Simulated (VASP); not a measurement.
A run of VASP 6.6.1 is set up as follows.

INCAR

```
SYSTEM = Ga4Sb3P
  ALGO = Normal
  EDIFF = 1E-6
  ENCUT = 520
  GGA = PE
  ISIF = 2
  ISMEAR = -1
  LASPH = .TRUE.
  LCHARG = .FALSE.
  LREAL = .FALSE.
  LWAVE = .FALSE.
  NBANDS = 46
  NELM = 60
  PREC = Accurate
  SIGMA = 0.02
```

File KPOINTS:

```
k-points
0
G
  6 4 4
  0 0 0
```

The input POSCAR:

```
Ga4Sb3P
1.0
    4.2187792438      0.0000000000      0.0000000000
    0.0000000000      8.4425013827      0.0000000000
    0.0000000000      0.0000000000      5.9430998843
P Ga Sb
1 4 3
Direct
    0.0000000000      0.0000000000      0.0009949682
    0.5000000000      0.0000000000      0.7861233021
    0.0000000000      0.7707439653      0.2369145070
    0.5000000000      0.5000000000      0.7378858357
    0.0000000000      0.2292560347      0.2369145070
    0.5000000000      0.7610286722      0.5003011283
    0.0000000000      0.5000000000      0.0005646233
    0.5000000000      0.2389713278      0.5003011283
```

Potentials or basis: VASP PAW PBE potentials, release 64 (P, Ga_d, Sb).

Launch:

```bash
$ cat potpaw_PBE.64/P/POTCAR potpaw_PBE.64/Ga_d/POTCAR potpaw_PBE.64/Sb/POTCAR > POTCAR
$ mpirun -np 1 vasp_std > vasp.out
```

Task: What does it give for the band gap on the k mesh?

Result: 0.01 eV.

Task: Estimate the largest force.

Result: 0.098 eV/Å.

Task: Predict the pressure.

Result: 2.2 GPa.

Forces on the atoms (eV/Å):
```
P    0.000  0.000 -0.048
Ga   0.000  0.000  0.098
Ga   0.000  0.020 -0.050
Ga   0.000  0.000 -0.033
Ga   0.000 -0.020 -0.050
Sb   0.000  0.006  0.010
Sb   0.000  0.000  0.065
Sb   0.000 -0.006  0.010
```

Caveat: the smearing spreads over this small gap; semilocal functionals underestimate gaps, and a narrow one can read as zero; spin-orbit coupling is left out, which moves the levels of the heavy elements. A k mesh can miss the band edges.
